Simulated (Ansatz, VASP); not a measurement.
Two plane-wave programs on NaI

The input INCAR:

```
  ALGO = Normal
  EDIFF = 1E-6
  ENCUT = 520
  GGA = PE
  ISIF = 2
  ISMEAR = -1
  LASPH = T
  LCHARG = F
  LREAL = F
  LWAVE = F
  NBANDS = 14
  NELM = 60
  PREC = Accurate
  SIGMA = 0.02
```

Contents of KPOINTS:

```
k-points
0
Gamma
  8 8 8
```

File POSCAR:

```
NaI
1.0
    0.0000000000      3.1557599448      3.2297205453
    3.1557599448      0.0000000000      3.2297205453
    3.1557599448      3.1557599448      0.0000000000
Na I
1 1
Direct
    0.0000000000      0.0000000000      0.0000000000
    0.5000000000      0.5000000000      0.5000000000
```

Input for Ansatz:

```yaml
crystal:
  lattice:
    - [0.0, 3.1557599448, 3.2297205453]
    - [3.1557599448, 0.0, 3.2297205453]
    - [3.1557599448, 3.1557599448, 0.0]
  atoms:
    - { symbol: Na, position: [0.0, 0.0, 0.0] }
    - { symbol: I, position: [0.5, 0.5, 0.5] }
kpoints:
  mp_grid: { grid: [8, 8, 8] }
  band_path:
    path:
      - [0.0, 0.0, 0.0]
      - [0.5, 0.0, 0.5]
      - [0.625, 0.25, 0.625]
      - [0.375, 0.375, 0.75]
      - [0.5, 0.5, 0.5]
      - [0.5, 0.25, 0.75]
    npoints: 1
hamiltonian:
  xc: pbe
scf:
  occupations: { method: fermi_dirac, width: 0.02 }
  n_extra_bands: 4
output:
  forces: true
  stress: true
  eigenvalues: true
  write_density: true
  write_potential: true
  elf: true
  volumetric_format: npy
```

Change from the starting cell: biaxial_xy strain -2.3%.

Alike in both runs: task single point; functional PBE; k mesh 8 × 8 × 8; occupations fermi-dirac, width 0.02 eV; no spin polarisation.

|  | VASP | Ansatz |
| --- | --- | --- |
| version | VASP 6.6.1 | Ansatz 0.2.0 |
| potentials or method | VASP PAW PBE potentials, release 64 (Na_pv, I) | plane waves, PAW |
| plane-wave cutoff (eV) | 520 | 420 |
| valence electrons in the cell | 14 | 26 |

Ansatz gave:

```
gap on the k mesh at the Fermi level (eV)                     : 3.78
pressure (GPa)                                                : 1.5
traceless stress, the component that is largest in VASP (GPa) : -0.51
```

What did VASP give for the same quantities?

gap on the k mesh at the Fermi level (eV): 3.77; pressure (GPa): 1.5; traceless stress, the component that is largest in VASP (GPa): -0.51.

VASP's potentials hold 14 valence electrons a cell and Ansatz's 26, so a difference there can come from the potentials and not from the codes.

Spin-orbit coupling is off throughout.
